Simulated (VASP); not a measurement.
# N in VASP: notebook, part 3 of 3

VASP 6.6.1. The steps go on from the part before.

### 5 Electric field gradients, PBEsol (equal xx and yy strain of +1 %)

Input file INCAR:

```
  PREC = Accurate
  ENCUT = 520
  EDIFF = 1E-8
  ISMEAR = -1
  SIGMA = 0.02
  LREAL = F
  LASPH = T
  NELM = 60
  ALGO = Normal
  ISIF = 2
  LWAVE = F
  LCHARG = F
  GGA = PS
  LEFG = T
  NBANDS = 18
```

Input file KPOINTS:

```
Automatic mesh
0
Gamma
  4 4 4
```

Input file POSCAR:

```
N
1.0
    5.7054900000      0.0000000000      0.0000000000
    0.0000000000      5.7054900000      0.0000000000
    0.0000000000      0.0000000000      5.6490000000
N
4
Direct
    0.0300000000      0.0300000000      0.0300000000
    0.4700000000      0.9700000000      0.5300000000
    0.5300000000      0.4700000000      0.9700000000
    0.9700000000      0.5300000000      0.4700000000
```

Potentials or basis: VASP PAW PBE potentials, release 64 (N).

The run is started by

```sh
cat potpaw_PBE.64/N/POTCAR > POTCAR
mpirun -np 1 vasp_std > vasp.out
```

OUTCAR:

```text
PREC = Accurate
   ENCUT = 520
   EDIFF = 1E-8
   ISMEAR = -1
   LREAL = F
   LASPH = T
   NELM = 60
   ISIF = 2
   GGA = PS

 ion  position               nearest neighbor table
   1  0.030  0.030  0.030-
   2  0.470  0.970  0.530-
   3  0.530  0.470  0.970-
   4  0.970  0.530  0.470-

  LATTYP: Found a simple tetragonal cell.
 ALAT       =     5.7054900000
 C/A-ratio  =     0.9900990099

  Lattice vectors:

 A1 = (   5.7054900000,   0.0000000000,   0.0000000000)
 A2 = (   0.0000000000,   5.7054900000,   0.0000000000)
 A3 = (   0.0000000000,   0.0000000000,   5.6490000000)

Analysis of symmetry for initial positions (statically):
=====================================================================
 Subroutine PRICEL returns:
 Original cell was already a primitive cell.

 Routine SETGRP: Setting up the symmetry group for a
 simple tetragonal supercell.

[... 705 lines left out ...]
      0.17116      0.17116      0.16947         0.227455      0.204501      0.224536
      2.68158      5.53433      2.99397        -0.227455     -0.204501      0.224536
      3.02391      2.68158      5.47953         0.227455     -0.204501     -0.224536
      5.53433      3.02391      2.65503        -0.227455      0.204501     -0.224536
 -----------------------------------------------------------------------------------
    total drift:                                0.000000      0.000000     -0.000000

  FREE ENERGIE OF THE ION-ELECTRON SYSTEM (eV)
  ---------------------------------------------------
  free  energy   TOTEN  =        -2.4684083545 eV

  energy  without entropy=       -2.4281907198  energy(sigma->0) =       -2.44829954

 Electric field gradients (V/A^2)
---------------------------------------------------------------------
 ion       V_xx      V_yy      V_zz      V_xy      V_xz      V_yz
---------------------------------------------------------------------
   1      -0.064     0.073    -0.008    -2.981    -2.860    -2.976
   2      -0.064     0.073    -0.008    -2.981     2.860     2.976
   3      -0.064     0.073    -0.008     2.981     2.860    -2.976
   4      -0.064     0.073    -0.008     2.981    -2.860     2.976
---------------------------------------------------------------------

 Electric field gradients after diagonalization (V/A^2)
 (convention: |V_zz| > |V_xx| > |V_yy|)
----------------------------------------------------------------------
 ion       V_xx      V_yy      V_zz     asymmetry (V_yy - V_xx)/ V_zz
----------------------------------------------------------------------
   1       3.055     2.823    -5.877       0.039
   2       3.055     2.823    -5.877       0.039
   3       3.055     2.823    -5.877       0.039
   4       3.055     2.823    -5.877       0.039
----------------------------------------------------------------------

           NMR quadrupolar parameters

 Cq : quadrupolar parameter    Cq=e*Q*V_zz/h
 eta: asymmetry parameters     (V_yy - V_xx)/ V_zz
 Q  : nuclear electric quadrupole moment in mb (millibarn)
----------------------------------------------------------------------
 ion       Cq(MHz)       eta       Q (mb)
----------------------------------------------------------------------
   1      -0.014       0.039       1.000
   2      -0.014       0.039       1.000
   3      -0.014       0.039       1.000
   4      -0.014       0.039       1.000
----------------------------------------------------------------------
```

Wall time 1.7 min (1 thread of Oxide Virtual Turin-like, shared host); peak memory 0.24 GiB.

What came out:

| Item | Value |
| --- | --- |
| Free energy | -2.4684 eV |
| Pressure | -3.9 GPa |
| Largest force | 0.379 eV/Å |
| Band gap on the k mesh | zero (band 10 reaches -5.34 eV, above the bottom of band 11 at -5.49 eV) |

Forces on the atoms (eV/Å):
```
N    0.227  0.205  0.225
N   -0.227 -0.205  0.225
N    0.227 -0.205 -0.225
N   -0.227  0.205 -0.225
```

Levels at points of the mesh, in eV from the Fermi level:
| k point | band 7 | band 8 | band 9 | band 10 | band 11 | band 12 | band 13 | band 14 |
| --- | --- | --- | --- | --- | --- | --- | --- | --- |
| (0.00, 0.00, 0.00) | -0.45 | -0.03 | -0.03 | -0.02 | 0.01 | 0.01 | 0.06 | 0.24 |
| (0.50, 0.00, 0.00) | -0.25 | -0.25 | -0.16 | -0.16 | 0.02 | 0.02 | 0.13 | 0.13 |
| (0.00, 0.50, 0.00) | -0.25 | -0.25 | -0.16 | -0.16 | 0.02 | 0.02 | 0.14 | 0.14 |
| (0.50, 0.50, 0.00) | -0.30 | -0.30 | -0.14 | -0.14 | 0.00 | 0.00 | 0.17 | 0.17 |
| (0.00, 0.00, 0.50) | -0.25 | -0.25 | -0.16 | -0.16 | 0.02 | 0.02 | 0.13 | 0.13 |
| (0.50, 0.00, 0.50) | -0.31 | -0.31 | -0.14 | -0.14 | 0.00 | 0.00 | 0.17 | 0.17 |
| (0.00, 0.50, 0.50) | -0.31 | -0.31 | -0.14 | -0.14 | 0.00 | 0.00 | 0.17 | 0.17 |
| (0.50, 0.50, 0.50) | -0.54 | -0.54 | 0.15 | 0.15 | 0.15 | 0.15 | 0.17 | 0.17 |

Electric field gradients, principal values (V/Å²):
```csv
atom,least,middle,greatest (by size)
1 N,2.823,3.055,-5.877
2 N,2.823,3.055,-5.877
3 N,2.823,3.055,-5.877
4 N,2.823,3.055,-5.877
```

Caveat: the cell differs from its parent crystal (equal xx and yy strain of +1 %); without QUAD_EFG the Cq values of the log hold for a quadrupole moment of 1 mb, not for the nuclei; the PAW data sets were made with another functional, which shifts forces and pressure a little.

### 6 The runs side by side

```tsv
cell	gap on the mesh (eV)	pressure (GPa)	largest force (eV/Å)
a = 5.649 Å, angles 90.6°, 4 atoms	none	-4.1	0.41
a = 5.649 Å, angles 89.4°, 4 atoms	none	-4.1	0.40
a = 5.536, b = 5.536, c = 5.649 Å, 4 atoms	none	-4.6	0.42
a = 5.705, b = 5.705, c = 5.649 Å, 4 atoms	none	-3.9	0.38
```

Alike in all rows: task electric field gradients; level PBEsol; potentials or basis VASP PAW PBE potentials, release 64 (N); no spin polarisation; k mesh 4 × 4 × 4; cutoff (eV) 520; smearing fermi-dirac 0.02 eV.

Caveats: the PAW data sets were made with another functional, which shifts forces and pressure a little.

Absolute energies hang on the potentials; compare differences alone.
